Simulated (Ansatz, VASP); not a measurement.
**One calculation of SnO, two programs**

INCAR

```
ALGO     = Normal         # electronic algorithm
EDIFF    = 1E-6           # SCF threshold, eV
ENCUT    = 520            # plane-wave cutoff, eV
GGA      = PE             # functional
ISIF     = 2              # what is computed and relaxed
ISMEAR   = 0              # smearing method
LASPH    = T              # aspherical terms in the spheres
LCHARG   = F              # write CHGCAR
LREAL    = F              # projectors in reciprocal space
LWAVE    = F              # write WAVECAR
NBANDS   = 28             # bands
NELM     = 80             # most SCF steps
PREC     = Accurate       # precision mode
SIGMA    = 0.01           # smearing width, eV
```

The input KPOINTS:

```
k-points
0
Gamma
  10 10 8
```

Contents of POSCAR:

```
SnO
1.0
    3.8682628244      0.0000000000      0.0000000000
    0.0000000000      3.8682628244      0.0000000000
    0.6079488232      0.0000000000      5.0662401931
Sn O
2 2
Direct
   -0.0310851465      0.5000000000      0.2279827662
    0.5310851465      0.0000000000      0.7720172338
    0.5038730984      0.5000000000      0.0005639214
   -0.0038730984      0.0000000000     -0.0005639214
```

Input for Ansatz:

```yaml
crystal:
  lattice:
    - [3.8682628244, 0.0, 0.0]
    - [0.0, 3.8682628244, 0.0]
    - [0.6079488232, 0.0, 5.0662401931]
  atoms:
    - { symbol: Sn, position: [-0.0310851465, 0.5, 0.2279827662] }
    - { symbol: Sn, position: [0.5310851465, 0.0, 0.7720172338] }
    - { symbol: O, position: [0.5038730984, 0.5, 0.0005639214] }
    - { symbol: O, position: [-0.0038730984, 0.0, -0.0005639214] }
basis:
  ecutwfc: 420
kpoints:
  mp_grid: { grid: [10, 10, 8] }
  band_path: { path: [VBM, CBM], npoints: 2 }
hamiltonian:
  xc: pbe
scf:
  occupations: { method: gaussian, width: 0.01 }
output:
  forces: true
  stress: true
  eigenvalues: true
checkpoint:
  read: start.run
  write: ck
  compress: false
  write_wavefunctions: false
  write_every: 100000
```

Alike in both runs: task single point; functional PBE; k mesh 10 × 10 × 8; occupations gaussian, width 0.01 eV; no spin polarisation.

```csv
,VASP,Ansatz
version,VASP 6.6.1,Ansatz 0.2.0
potentials or method,"VASP PAW PBE potentials, release 64 (Sn_d, O), cutoff 520 eV","scalar-relativistic, plane waves, PAW"
valence electrons in the cell,40,40
```

|  | VASP | Ansatz | Ansatz less VASP |
| --- | --- | --- | --- |
| gap on the k mesh at the Fermi level (eV) | 0.53 | 0.53 | -0.006 |
| least direct gap on the mesh (eV) | 1.83 | 1.86 | +0.028 |
| pressure (GPa) | 0.9 | 0.7 | -0.18 |
| traceless stress, the component that is largest in VASP (GPa) | -2.12 | -2.12 | -0.002 |
| rms of the force components (eV/Å) | 0.032 | 0.000 | -0.0315 |

Atom by atom the forces differ by 0.032 eV/Å (rms over components).
